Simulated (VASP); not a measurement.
# NaF (I4/mmm) in VASP: a series of runs, part 2 of 2

VASP 6.6.1. The steps go on from the part before.

**4. Single point, PBEsol (in-plane strain +0.02)**

Input file INCAR:

```
SYSTEM = NaF
PREC = Accurate ; ENCUT = 520
EDIFF = 1E-6 ; ISMEAR = 0
SIGMA = 0.01 ; LREAL = .False.
LASPH = .True. ; NELM = 80
ALGO = Normal ; ISIF = 2
LWAVE = .False. ; LCHARG = .False.
GGA = PS ; NBANDS = 14
```

Input file KPOINTS:

```
regular mesh
0
Gamma
  8 8 8
  0 0 0
```

Input file POSCAR:

```
NaF
1.0
    2.3613980726      2.3613980726      0.0000000000
   -2.3613980726      2.3613980726      0.0000000000
    0.0000000000      2.3613980726      2.2873149958
Na F
1 1
Direct
    0.0000000000      0.0000000000      0.0000000000
    0.5000000000      0.5000000000      0.0000000000
```

Potentials or basis: VASP PAW PBE potentials, release 64 (Na_pv, F).

Launch:

```console
> cat potpaw_PBE.64/Na_pv/POTCAR potpaw_PBE.64/F/POTCAR > POTCAR
> mpirun -np 1 vasp_std > vasp.out
```

OUTCAR:

```text
SYSTEM = NaF
   PREC = Accurate
   ENCUT = 520
   EDIFF = 1E-6
   ISMEAR = 0
   LREAL = .False.
   LASPH = .True.
   NELM = 80
   ISIF = 2
   GGA = PS

 ion  position               nearest neighbor table
   1  0.000  0.000  0.000-   2 2.29   2 2.29
   2  0.500  0.500  0.000-   1 2.29   1 2.29

  LATTYP: Found a body centered tetragonal cell.
 ALAT       =     3.3395211804
 C/A-ratio  =     1.3698460781

  Lattice vectors:

 A1 = (   2.3613980726,   0.0000000000,  -2.2873149958)
 A2 = (  -2.3613980726,   0.0000000000,  -2.2873149958)
 A3 = (   0.0000000000,   2.3613980726,   2.2873149958)

Analysis of symmetry for initial positions (statically):
=====================================================================
 Subroutine PRICEL returns:
 Original cell was already a primitive cell.

 Routine SETGRP: Setting up the symmetry group for a
 body centered tetragonal supercell.

 Subroutine GETGRP returns: Found 16 space group operations
 (whereof 16 operations were pure point group operations)
 out of a pool of 16 trial point group operations.

The static configuration has the point symmetry D_4h.

Analysis of symmetry for dynamics (positions and initial velocities):
=====================================================================
 Subroutine PRICEL returns:
 Original cell was already a primitive cell.

 Routine SETGRP: Setting up the symmetry group for a
 body centered tetragonal supercell.

 Subroutine GETGRP returns: Found 16 space group operations
 (whereof 16 operations were pure point group operations)
 out of a pool of 16 trial point group operations.

The dynamic configuration has the point symmetry D_4h.

 Subroutine INISYM returns: Found 16 space group operations
 (whereof 16 operations are pure point group operations),
 and found     1 'primitive' translations

----------------------------------------------------------------------------------------

[... 121 lines left out ...]
   LEPSILON=     F    determine dielectric tensor
   LRPA    =     F    only Hartree local field effects (RPA)
 non-spin polarized calculation
 Gauss-broadening in eV      SIGMA  =   0.01
  energy-cutoff  :      520.00
  volume of cell :       25.51
 maximum number of plane-waves:       696
 NGX is ok and might be reduce to    28
   NGX = 13   NGY = 13   NGZ = 13

 number of electron      14.0000002 magnetization

 Free energy of the ion-electron system (eV)
  ---------------------------------------------------
  ext. energy  EPLUGINS =         0.00000000
  ---------------------------------------------------
  free energy    TOTEN  =        -8.76289287 eV

  energy without entropy =       -8.76289287  energy(sigma->0) =       -8.76289287

 E-fermi :  -2.2298     XC(G=0):  -9.2077

 val. band max:       -2.2797919294   @ k =   0.0000   0.0000   0.0000
 cond. band min:       3.7503594352   @ k =   0.0000   0.0000   0.0000
 fundamental gap:      6.0301513646
 Fermi energy:        -2.2298090563

 k-point     1 :       0.0000    0.0000    0.0000
  band No.  band energies     occupation
      1     -21.2980      2.00000
      2     -21.1262      2.00000
      3     -21.1262      2.00000
      4     -21.1162      2.00000
      5      -2.2842      2.00000
      6      -2.2798      2.00000
      7      -2.2798      2.00000
      8       3.7504      0.00000
      9      16.3216      0.00000
     10      16.3217      0.00000
     11      16.5467      0.00000
     12      19.0298      0.00000
     13      20.9273      0.00000
     14      21.8429      0.00000
[... 377 lines left out ...]
      1     -21.7492      2.00000
      2     -21.1436      2.00000
      3     -21.1340      2.00000
      4     -20.5761      2.00000
      5      -3.3313      2.00000
      6      -2.5583      2.00000
      7      -2.4519      2.00000
      8       6.4187      0.00000
      9      11.9838      0.00000
     10      16.0421      0.00000
     11      17.7366      0.00000
     12      18.7385      0.00000
     13      20.2651      0.00000
     14      23.0083      0.00000

 [... further k-points ...]

------------------------ aborting loop because EDIFF is reached ----------------------------------------

  FORCE on cell =-STRESS in cart. coord.  units (eV):
  Direction    XX          YY          ZZ          XY          YZ          ZX
  --------------------------------------------------------------------------------------
  -------------------------------------------------------------------------------------
  Total       -0.3299410     -0.3299410      0.0519696      0.0000000      0.0000000     -0.0000000
  in kB      -20.7229964    -20.7229964      3.2641175      0.0000000      0.0000000     -0.0000000
  external PRESSURE =     -12.7272917 kB  Pullay stress =       0.0000000 kB

 VOLUME and BASIS-vectors are now :
 -----------------------------------------------------------------------------
  energy-cutoff  :      520.00
  volume of cell :       25.51
      direct lattice vectors                 reciprocal lattice vectors
     2.361398073  2.361398073  0.000000000     0.211738972  0.211738972 -0.218596914
    -2.361398073  2.361398073  0.000000000    -0.211738972  0.211738972 -0.218596914
     0.000000000  2.361398073  2.287314996     0.000000000  0.000000000  0.437193829

 POSITION                                       TOTAL-FORCE (eV/Angst)
 -----------------------------------------------------------------------------------
      0.00000      0.00000      0.00000         0.000000     -0.000000      0.000000
      0.00000      2.36140      0.00000        -0.000000      0.000000      0.000000
 -----------------------------------------------------------------------------------
    total drift:                               -0.000000      0.000000      0.000000

  FREE ENERGIE OF THE ION-ELECTRON SYSTEM (eV)
  ---------------------------------------------------
  free  energy   TOTEN  =        -8.7628928674 eV

  energy  without entropy=       -8.7628928674  energy(sigma->0) =       -8.76289287
```

Wall time 29 s (1 thread of Intel Xeon 8259CL, shared host); peak memory 0.15 GiB.

Results:

| Quantity | Value |
| --- | --- |
| Free energy | -8.7629 eV |
| Pressure | -1.3 GPa |
| Band gap on the k mesh | 6.03 eV |

Stress tensor (GPa, compression positive):
```
-2.07  0.00  0.00
 0.00 -2.07  0.00
 0.00  0.00  0.33
```

Caveat: the cell differs from its parent crystal (in-plane strain +0.02); the PAW data sets were made with another functional, which shifts forces and pressure a little.

**5. Single point, PBEsol (film at in-plane strain +0.02)**

Input file INCAR:

```
SYSTEM = NaF
PREC = Accurate
ENCUT = 520
EDIFF = 1E-6
ISMEAR = 0
SIGMA = 0.01
LREAL = .False.
LASPH = .True.
NELM = 60
ALGO = Normal
ISIF = 2
LWAVE = .False.
LCHARG = .True.
GGA = PS
LELF = .True.
LVHAR = .True.
NBANDS = 14
```

KPOINTS is that of step 4.

Edit POSCAR of step 4 so:

```diff
@@ -4,3 +4,3 @@
    -2.3613980726      2.3613980726      0.0000000000
-    0.0000000000      2.3613980726      2.2873149958
+    0.0000000000      2.3613980726      2.2939914817
 Na F
```

Potentials or basis: VASP PAW PBE potentials, release 64 (Na_pv, F).

Launch:

```console
> cat potpaw_PBE.64/Na_pv/POTCAR potpaw_PBE.64/F/POTCAR > POTCAR
> mpirun -np 1 vasp_std > vasp.out
```

OUTCAR:

```text
SYSTEM = NaF
   PREC = Accurate
   ENCUT = 520
   EDIFF = 1E-6
   ISMEAR = 0
   LREAL = .False.
   LASPH = .True.
   NELM = 60
   ISIF = 2
   GGA = PS

 ion  position               nearest neighbor table
   1  0.000  0.000  0.000-   2 2.29   2 2.29
   2  0.500  0.500  0.000-   1 2.29   1 2.29

  LATTYP: Found a body centered tetragonal cell.
 ALAT       =     3.3395211804
 C/A-ratio  =     1.3738445470

  Lattice vectors:

 A1 = (   2.3613980726,   0.0000000000,  -2.2939914817)
 A2 = (  -2.3613980726,   0.0000000000,  -2.2939914817)
 A3 = (   0.0000000000,   2.3613980726,   2.2939914817)

Analysis of symmetry for initial positions (statically):
=====================================================================
 Subroutine PRICEL returns:
 Original cell was already a primitive cell.

 Routine SETGRP: Setting up the symmetry group for a
 body centered tetragonal supercell.

 Subroutine GETGRP returns: Found 16 space group operations
 (whereof 16 operations were pure point group operations)
 out of a pool of 16 trial point group operations.

The static configuration has the point symmetry D_4h.

Analysis of symmetry for dynamics (positions and initial velocities):
=====================================================================
 Subroutine PRICEL returns:
 Original cell was already a primitive cell.

 Routine SETGRP: Setting up the symmetry group for a
 body centered tetragonal supercell.

 Subroutine GETGRP returns: Found 16 space group operations
 (whereof 16 operations were pure point group operations)
 out of a pool of 16 trial point group operations.

The dynamic configuration has the point symmetry D_4h.

 Subroutine INISYM returns: Found 16 space group operations
 (whereof 16 operations are pure point group operations),
 and found     1 'primitive' translations

----------------------------------------------------------------------------------------

                                     Primitive cell

  volume of cell :      25.5835

  direct lattice vectors                    reciprocal lattice vectors
     2.361398073  2.361398073  0.000000000     0.211738972  0.211738972 -0.217960705
    -2.361398073  2.361398073  0.000000000    -0.211738972  0.211738972 -0.217960705
     0.000000000  2.361398073  2.293991482     0.000000000  0.000000000  0.435921409

  length of vectors
     3.339521180  3.339521180  3.292202572     0.370369617  0.370369617  0.435921409

  position of ions in fractional coordinates (direct lattice)
     0.000000000  0.000000000  0.000000000
     0.500000000  0.500000000  0.000000000

  ion indices of the primitive-cell ions
   primitive index   ion index
                 1           1
                 2           2

----------------------------------------------------------------------------------------

 KPOINTS: regular mesh

Automatic generation of k-mesh.
 Grid dimensions read from file:
 generate k-points for:    8    8    8

 Generating k-lattice:

  Cartesian coordinates                     Fractional coordinates (reciprocal lattice)
     0.026467371  0.026467371 -0.027245088     0.125000000  0.000000000  0.000000000
[... 42 lines left out ...]
   number of dos      NEDOS =    301   number of ions     NIONS =      2
   total plane-waves  NPLWV =  18816
   dimension x,y,z NGX =    28 NGY =   28 NGZ =   24
   dimension x,y,z NGXF=    56 NGYF=   56 NGZF=   48
   ions per type =               1   1
   NGX,Y,Z   is equivalent  to a cutoff of  13.94, 13.94, 12.12 a.u.
   NGXF,Y,Z  is equivalent  to a cutoff of  27.88, 27.88, 24.24 a.u.
 SYSTEM =  NaF
   PREC   = accura    normal or accurate (medium, high low for compatibility)
   ISTART =      0    job   : 0-new  1-cont  2-samecut
   ICHARG =      2    charge: 1-file 2-atom 10-const
   ISPIN  =      1    spin polarized calculation?
   LNONCOLLINEAR =      F non collinear calculations
   LSORBIT =      F    spin-orbit coupling
   LASPH  =      T    aspherical Exc in radial PAW
   ENCUT  =  520.0 eV  38.22 Ry    6.18 a.u.   6.21  6.21  6.12*2*pi/ulx,y,z
   NELM   =     60;   NELMIN=  2; NELMDL= -5     # of ELM steps
   EDIFF  = 0.1E-05   stopping-criterion for ELM
   LREAL  =      F    real-space projection
   EDIFFG = 0.1E-04   stopping-criterion for IOM
   NSW    =      0    number of steps for IOM
   IBRION =     -1    ionic relax: 0-MD 1-quasi-New 2-CG
   NFREE  =      0    steps in history (QN), initial steepest desc. (CG)
   ISIF   =      2    stress and relaxation
   ISYM   =      2    0-nonsym 1-usesym 2-fastsym
   POTIM  = 0.5000    time-step for ionic-motion
   TEBEG  =    0.0;   TEEND  =   0.0 temperature during run
   PSTRESS=    0.0 pullay stress
   NELECT =      14.0000    total number of electrons
   NUPDOWN=      -1.0000    fix difference up-down
   EMIN   =  10.00;   EMAX   =-10.00  energy-range for DOS
   EFERMI =   0.00;   METHOD = LEGACY
   ISMEAR =     0;   SIGMA  =   0.01  broadening in eV -4-tet -1-fermi 0-gaus
   EFERMI_NEDOS =   21; number of points for ismear=-14 and -15
   IALGO  =     38    algorithm
   IMIX   =      4    mixing-type and parameters
     AMIX     =   0.40;   BMIX     =  1.00
     AMIX_MAG =   1.60;   BMIX_MAG =  1.00
  volume/ion in A,a.u.               =      12.79        86.32
  Fermi-wavevector in a.u.,A,eV,Ry     =   1.339052  2.530441 24.396066  1.793060
  Thomas-Fermi vector in A             =   2.467474
   LORBIT       =      0    0 simple, 1 ext, 2 COOP (PROOUT), +10 PAW based schemes
   GGA     = PS    functional components
   LHFCALC =     F    Hartree Fock is set to
   AEXX    =    0.0000 exact exchange contribution
   IVDW    =     0    specifies the selected vdW correction
   LEPSILON=     F    determine dielectric tensor
   LRPA    =     F    only Hartree local field effects (RPA)
 non-spin polarized calculation
 Gauss-broadening in eV      SIGMA  =   0.01
  energy-cutoff  :      520.00
  volume of cell :       25.58
 maximum number of plane-waves:       698
 NGX is ok and might be reduce to    28
   NGX = 13   NGY = 13   NGZ = 13

 number of electron      14.0000003 magnetization

 Free energy of the ion-electron system (eV)
  ---------------------------------------------------
  ext. energy  EPLUGINS =         0.00000000
  ---------------------------------------------------
  free energy    TOTEN  =        -8.76313362 eV

  energy without entropy =       -8.76313362  energy(sigma->0) =       -8.76313362

 E-fermi :  -2.1274     XC(G=0):  -9.1936

 val. band max:       -2.2916569475   @ k =   0.0000   0.0000   0.0000
 cond. band min:       3.7242377240   @ k =   0.0000   0.0000   0.0000
 fundamental gap:      6.0158946716
 Fermi energy:        -2.1273549831

 k-point     1 :       0.0000    0.0000    0.0000
  band No.  band energies     occupation
      1     -21.3048      2.00000
      2     -21.1473      2.00000
      3     -21.1473      2.00000
      4     -21.1381      2.00000
      5      -2.2959      2.00000
      6      -2.2917      2.00000
      7      -2.2917      2.00000
      8       3.7242      0.00000
      9      16.2947      0.00000
     10      16.2947      0.00000
     11      16.4989      0.00000
     12      18.9897      0.00000
     13      20.9275      0.00000
     14      21.7572      0.00000
[... 377 lines left out ...]
      1     -21.7623      2.00000
      2     -21.1652      2.00000
      3     -21.1548      2.00000
      4     -20.5916      2.00000
      5      -3.3410      2.00000
      6      -2.5695      2.00000
      7      -2.4620      2.00000
      8       6.3905      0.00000
      9      11.9432      0.00000
     10      15.9912      0.00000
     11      17.7170      0.00000
     12      18.7161      0.00000
     13      20.2165      0.00000
     14      22.9365      0.00000

 [... further k-points ...]

------------------------ aborting loop because EDIFF is reached ----------------------------------------

  FORCE on cell =-STRESS in cart. coord.  units (eV):
  Direction    XX          YY          ZZ          XY          YZ          ZX
  --------------------------------------------------------------------------------------
  -------------------------------------------------------------------------------------
  Total       -0.3395902     -0.3395902      0.0002059      0.0000000     -0.0000000      0.0000000
  in kB      -21.2669658    -21.2669658      0.0128928      0.0000000     -0.0000000      0.0000000
  external PRESSURE =     -14.1736796 kB  Pullay stress =       0.0000000 kB

 VOLUME and BASIS-vectors are now :
 -----------------------------------------------------------------------------
  energy-cutoff  :      520.00
  volume of cell :       25.58
      direct lattice vectors                 reciprocal lattice vectors
     2.361398073  2.361398073  0.000000000     0.211738972  0.211738972 -0.217960705
    -2.361398073  2.361398073  0.000000000    -0.211738972  0.211738972 -0.217960705
     0.000000000  2.361398073  2.293991482     0.000000000  0.000000000  0.435921409

 POSITION                                       TOTAL-FORCE (eV/Angst)
 -----------------------------------------------------------------------------------
      0.00000      0.00000      0.00000        -0.000000      0.000000      0.000000
      0.00000      2.36140      0.00000         0.000000     -0.000000      0.000000
 -----------------------------------------------------------------------------------
    total drift:                               -0.000000      0.000000      0.000000

  FREE ENERGIE OF THE ION-ELECTRON SYSTEM (eV)
  ---------------------------------------------------
  free  energy   TOTEN  =        -8.7631336160 eV

  energy  without entropy=       -8.7631336160  energy(sigma->0) =       -8.76313362
```

OSZICAR:

```text
N       E                     dE             d eps       ncg     rms          rms(c)
DAV:   1     0.109119802477E+03    0.10912E+03   -0.77791E+03  1694   0.122E+03
DAV:   2    -0.358889675675E+01   -0.11271E+03   -0.10370E+03  1814   0.343E+02
DAV:   3    -0.948945302083E+01   -0.59006E+01   -0.58841E+01  2006   0.704E+01
DAV:   4    -0.953946667479E+01   -0.50014E-01   -0.50011E-01  1868   0.697E+00
DAV:   5    -0.953994369697E+01   -0.47702E-03   -0.47702E-03  2024   0.684E-01    0.492E+00
DAV:   6    -0.877899268994E+01    0.76095E+00   -0.26663E+00  1992   0.143E+01    0.183E+00
DAV:   7    -0.876371990125E+01    0.15273E-01   -0.29693E-02  1706   0.210E+00    0.103E+00
DAV:   8    -0.876274292908E+01    0.97697E-03   -0.26753E-02  1778   0.357E+00    0.155E-01
DAV:   9    -0.876326733716E+01   -0.52441E-03   -0.44787E-03  2060   0.644E-01    0.123E-01
DAV:  10    -0.876313189141E+01    0.13545E-03   -0.11246E-03  1868   0.369E-01    0.181E-02
DAV:  11    -0.876313326792E+01   -0.13765E-05   -0.52666E-05  1916   0.144E-01    0.692E-03
DAV:  12    -0.876313361600E+01   -0.34808E-06   -0.67654E-06  1940   0.322E-02
   1 F= -.87631336E+01 E0= -.87631336E+01  d E =-.126398-121
```

It took 32 s on 1 thread of Intel Xeon 8259CL, shared host; peak memory 0.15 GiB.

What came out:

* Free energy: -8.7631 eV
* Pressure: -1.4 GPa
* Band gap on the k mesh: 6.02 eV

Caveat: the cell differs from its parent crystal (film at in-plane strain +0.02); the PAW data sets were made with another functional, which shifts forces and pressure a little.

**6. Overview**

```csv
cell,gap on the mesh (eV),pressure (GPa)
"a = 3.307, b = 3.307, c = 3.283 Å, angles 59.8, 59.8, 90.0°, 2 atoms",6.09,-0.8
"a = 3.340, b = 3.340, c = 3.292 Å, angles 59.5, 59.5, 90.0°, 2 atoms",6.02,-1.4
"a = 3.340, b = 3.340, c = 3.288 Å, angles 59.5, 59.5, 90.0°, 2 atoms",6.03,-1.3
```

Alike in all rows: task single point; level PBEsol; potentials or basis VASP PAW PBE potentials, release 64 (Na_pv, F); no spin polarisation; k mesh 8 × 8 × 8; cutoff (eV) 520; smearing gaussian 0.01 eV.

Caveats: the PAW data sets were made with another functional, which shifts forces and pressure a little.

Total energies depend on the potentials used, so only differences within one code and one set of settings carry meaning.
